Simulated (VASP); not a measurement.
A run of VASP 6.6.1 is set up as follows.

File INCAR:

```
ALGO = Normal
DIPOL = 0.5 0.5 0.500
EDIFF = 1E-6
ENCUT = 520
GGA = CA
IDIPOL = 3
ISIF = 2
ISMEAR = 0
LASPH = T
LCHARG = F
LDIPOL = T
LREAL = F
LWAVE = F
NBANDS = 42
NELM = 80
PREC = Accurate
SIGMA = 0.1
```

The input KPOINTS:

```
k-points
0
Gamma
  15 15 1
```

POSCAR

```
Cu
1.0
    2.4877672850      0.0000000000      0.0000000000
   -1.2438836425      2.1544696675      0.0000000000
    0.0000000000      0.0000000000     25.1562674119
Cu
6
Direct
    0.6666666667      0.3333333333      0.2981364396
    0.3333333333      0.6666666667      0.3788818638
    0.0000000000      0.0000000000      0.4596272879
    0.6666666667      0.3333333333      0.5403727121
    0.3333333333      0.6666666667      0.6211181362
    0.0000000000      0.0000000000      0.7018635604
```

Potentials or basis: VASP PAW LDA potentials, release 64 (Cu).

Launch:

```console
$ cat potpaw_LDA.64/Cu/POTCAR > POTCAR
$ mpirun -np 1 vasp_std > vasp.out
```

Question: What does it give for the band gap on the k mesh?

Answer: Zero (bands 33 and 34 overlap by 5.27 eV).

Question: Predict the largest force.

Answer: 0.062 eV/Å.

Forces in eV/Å, atoms in the order of the input:
```
Cu   0.000  0.000  0.044
Cu   0.000  0.000 -0.060
Cu   0.000  0.000 -0.062
Cu   0.000  0.000  0.062
Cu   0.000  0.000  0.060
Cu   0.000  0.000 -0.044
```
